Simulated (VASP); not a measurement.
# In3Cu (Pm-3m) in VASP: settings compared, part 2 of 2

VASP 6.6.1. Earlier steps stand in the parts before.

## (4) Single point, PBE+U

The input, INCAR:

```
SYSTEM = In3Cu
PREC = Accurate
ENCUT = 600
EDIFF = 1E-6
ISMEAR = 0
SIGMA = 0.1
LREAL = .FALSE.
LASPH = .TRUE.
NELM = 200
ALGO = Normal
ISIF = 2
LWAVE = .FALSE.
LCHARG = .TRUE.
LMAXMIX = 4
LDAU = .TRUE.
LDAUTYPE = 2
LDAUL = -1 2
LDAUU = 0 2.4
LDAUJ = 0 0
LDAUPRINT = 1
GGA = PE
LELF = .TRUE.
LVHAR = .TRUE.
ISYM = 0
NBANDS = 33
GGA_COMPAT = .FALSE.
```

The input, KPOINTS:

```
regular mesh
0
G
  1 1 5
  0 0 0
```

The input, POSCAR:

```
In3Cu
1.0
    4.4827670000      0.0000000000      0.0000000000
    0.0000000000      4.4827670000      0.0000000000
    0.0000000000      0.0000000000      4.4827670000
In Cu
3 1
Direct
    0.0000000000      0.5000000000      0.5000000000
    0.5000000000      0.0000000000      0.5000000000
    0.5000000000      0.5000000000      0.0000000000
    0.0000000000      0.0000000000      0.0000000000
```

Potentials or basis: VASP PAW PBE potentials, release 64 (In_d, Cu).

Launch:

```sh
> cat potpaw_PBE.64/In_d/POTCAR potpaw_PBE.64/Cu/POTCAR > POTCAR
> mpirun -np 1 vasp_std > vasp.out
```

OUTCAR:

```text
SYSTEM = In3Cu
   PREC = Accurate
   ENCUT = 600
   EDIFF = 1E-6
   ISMEAR = 0
   LREAL = .FALSE.
   LASPH = .TRUE.
   NELM = 200
   ISIF = 2
   GGA = PE
   ISYM = 0

 ion  position               nearest neighbor table
   1  0.000  0.500  0.500-   2 3.17   3 3.17   4 3.17   3 3.17   4 3.17   2 3.17   4 3.17   4 3.17
                             2 3.17   3 3.17   3 3.17   2 3.17
   2  0.500  0.000  0.500-   1 3.17   3 3.17   4 3.17   3 3.17   4 3.17   1 3.17   3 3.17   3 3.17
                             1 3.17   4 3.17   4 3.17   1 3.17
   3  0.500  0.500  0.000-   1 3.17   2 3.17   4 3.17   1 3.17   2 3.17   2 3.17   4 3.17   2 3.17
                             1 3.17   4 3.17   1 3.17   4 3.17
   4  0.000  0.000  0.000-   1 3.17   2 3.17   3 3.17   1 3.17   2 3.17   1 3.17   3 3.17   1 3.17
                             2 3.17   3 3.17   2 3.17   3 3.17

IMPORTANT INFORMATION: All symmetrisations will be switched off!
NOSYMM: (Re-)initialisation of all symmetry stuff for point group C_1.

----------------------------------------------------------------------------------------

                                     Primitive cell

  volume of cell :      90.0821

[... 181 lines left out ...]
 cond. band min:       7.6218250505   @ k =   0.0000   0.0000   0.2000
 fundamental gap:      0.0945115101
 Fermi energy:         7.5566429820

 k-point     1 :       0.0000    0.0000    0.0000
  band No.  band energies     occupation
      1      -7.6395      2.00000
      2      -7.6085      2.00000
      3      -7.6085      2.00000
      4      -7.4835      2.00000
      5      -7.4351      2.00000
      6      -6.5479      2.00000
[... 97 lines left out ...]
     32      14.6347      0.00000
     33      14.6347      0.00000

------------------------ aborting loop because EDIFF is reached ----------------------------------------

  FORCE on cell =-STRESS in cart. coord.  units (eV):
  Direction    XX          YY          ZZ          XY          YZ          ZX
  --------------------------------------------------------------------------------------
  -------------------------------------------------------------------------------------
  Total       10.8297008     10.8297159     -0.9663941      0.0000698     -0.0000194     -0.0000480
  in kB      192.6143072    192.6145747    -17.1880390      0.0012417     -0.0003454     -0.0008531
  external PRESSURE =     122.6802810 kB  Pullay stress =       0.0000000 kB

 VOLUME and BASIS-vectors are now :
 -----------------------------------------------------------------------------
  energy-cutoff  :      600.00
  volume of cell :       90.08
      direct lattice vectors                 reciprocal lattice vectors
     4.482767000  0.000000000  0.000000000     0.223076506  0.000000000  0.000000000
     0.000000000  4.482767000  0.000000000     0.000000000  0.223076506  0.000000000
     0.000000000  0.000000000  4.482767000     0.000000000  0.000000000  0.223076506

 POSITION                                       TOTAL-FORCE (eV/Angst)
 -----------------------------------------------------------------------------------
      0.00000      2.24138      2.24138         0.000020      0.000008      0.000022
      2.24138      0.00000      2.24138        -0.000009     -0.000040     -0.000010
      2.24138      2.24138      0.00000         0.000002      0.000041     -0.000010
      0.00000      0.00000      0.00000        -0.000013     -0.000008     -0.000002
 -----------------------------------------------------------------------------------
    total drift:                                0.000035      0.000043     -0.000006

  FREE ENERGIE OF THE ION-ELECTRON SYSTEM (eV)
  ---------------------------------------------------
  free  energy   TOTEN  =        -4.0056100784 eV

  energy  without entropy=       -3.9494361227  energy(sigma->0) =       -3.97752310
```

stdout:

```text
POSCAR found type information on POSCAR InCu
 POSCAR found :  2 types and       4 ions
 scaLAPACK will be used
 LDA part: xc-table for (Slater+PW92), standard interpolation
 -----------------------------------------------------------------------------
|                                                                             |
|           W    W    AA    RRRRR   N    N  II  N    N   GGGG   !!!           |
|           W    W   A  A   R    R  NN   N  II  NN   N  G    G  !!!           |
|           W    W  A    A  R    R  N N  N  II  N N  N  G       !!!           |
|           W WW W  AAAAAA  RRRRR   N  N N  II  N  N N  G  GGG   !            |
|           WW  WW  A    A  R   R   N   NN  II  N   NN  G    G                |
|           W    W  A    A  R    R  N    N  II  N    N   GGGG   !!!           |
|                                                                             |
|     Your reciprocal lattice and k-lattice belong to different lattice       |
|     classes:                                                                |
|                                                                             |
|        The reciprocal lattice is simple cubic,                              |
|        whereas your k-lattice is simple tetragonal.                         |
|                                                                             |
|     Results are often still useful ...                                      |
|                                                                             |
 -----------------------------------------------------------------------------

 POSCAR, INCAR and KPOINTS ok, starting setup
 FFT: planning ... GRIDC
 FFT: planning ... GRID_SOFT
 FFT: planning ... GRID
 WAVECAR not read
 entering main loop
```

It took 11 s on 1 thread of Intel Xeon 6975P-C (Granite Rapids), shared host; peak memory 0.2 GiB.

Results:

| Item | Value |
| --- | --- |
| Free energy | -4.0056 eV |
| Pressure | 12.3 GPa |
| Band gap on the k mesh | zero (band 25 reaches 7.53 eV, above the bottom of band 26 at 6.95 eV) |

Eigenvalues of the final occupation matrices:
```
    site  spin  trace               eigenvalues
site 4 d     1   4.70  0.94 0.94 0.94 0.94 0.95
site 4 d     2   4.70  0.94 0.94 0.94 0.94 0.95
```

Caveat: the k points lie up to 1.40 Å⁻¹ apart; spin-orbit coupling is left out, which moves the levels of the heavy elements; U without spin polarisation on a metal has little footing; the U is typed as a test and isn't derived for this compound.

## (5) The runs side by side

| level | U | k mesh | smearing | gap on the mesh (eV) | pressure (GPa) |
| --- | --- | --- | --- | --- | --- |
| PBEsol | - | 2 × 2 × 2, shifted | gaussian 0.1 eV | none | -2.5 |
| PBE | - | 2 × 2 × 2, shifted | methfessel-paxton 0.0680285 eV | none | 1.1 |
| PBE+U | Cu d U = 2.4 eV | 1 × 1 × 5 | gaussian 0.1 eV | none | 12.3 |

Alike in all rows: task single point; potentials or basis VASP PAW PBE potentials, release 64 (In_d, Cu); no spin polarisation; cell as given; cutoff (eV) 600.

Caveats: all runs use coarse meshes; spin-orbit coupling is left out, which moves the levels of the heavy elements; the PAW data sets were made with another functional, which shifts forces and pressure a little (some runs); U without spin polarisation on a metal has little footing (some runs); the U is typed as a test and isn't derived for this compound (some runs).

Total energies depend on the potentials used, so only differences within one code and one set of settings carry meaning.
